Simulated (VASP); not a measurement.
# Li2BrF: single point with PBE

Crystal: Li2BrF.

```
F Br Li
1.0
     1.73538    1.00192    5.46846
    -1.73538    1.00192    5.46846
     0.00000   -2.00384    5.46846
F Br Li
1 1 2
Direct
  0.00000 0.00000 0.00000
  0.50000 0.50000 0.50000
  0.26702 0.26702 0.26702
  0.73298 0.73298 0.73298
```

```yaml
Program: VASP 6.6.1
Task: single point
Functional: PBE
Potentials_or_basis: VASP PAW PBE potentials, release 64 (F, Br, Li_sv)
Cutoff: 520 eV
k_mesh: 8 × 8 × 8
Occupations: gaussian, width 0.01 eV
Spin: no spin polarisation
Dipole_correction: no
Further_INCAR_settings: ALGO = Normal; EDIFF = 1e-06; NBANDS = 18
```

| Property | Result |
| --- | --- |
| Largest force | 0.006 eV/Å |
| Band gap on the k mesh | 3.45 eV, direct |

Forces in eV/Å, atoms in the order of the input:
```
F    0.000  0.000  0.000
Br   0.000  0.000  0.000
Li   0.000  0.000 -0.006
Li   0.000  0.000  0.006
```

Levels at points of the mesh, in eV from the valence-band top:
```
           k point  band 6  band 7  band 8  band 9  band 10  band 11  band 12  band 13  band 14  band 15
(0.00, 0.00, 0.00)   -3.51   -3.51   -1.92    0.00     0.00     3.45     6.56     9.33     9.33    12.16
(0.50, 0.00, 0.00)   -4.01   -3.76   -3.65   -2.34    -1.02     6.72     6.83     7.46     7.70     9.56
(0.50, 0.50, 0.00)   -4.53   -3.80   -3.06   -1.72    -0.93     5.15     6.62     7.87     8.67     9.67
(0.50, 0.50, 0.50)   -3.51   -3.51   -3.17   -0.02    -0.02     4.88     6.70     8.81    10.09    10.09
```

Wall time 3.7 min on 1 thread of AMD EPYC 7R43 64-Core Processor (Zen 3) (shared host), peak memory 0.31 GiB.

 A k mesh can miss the band edges.
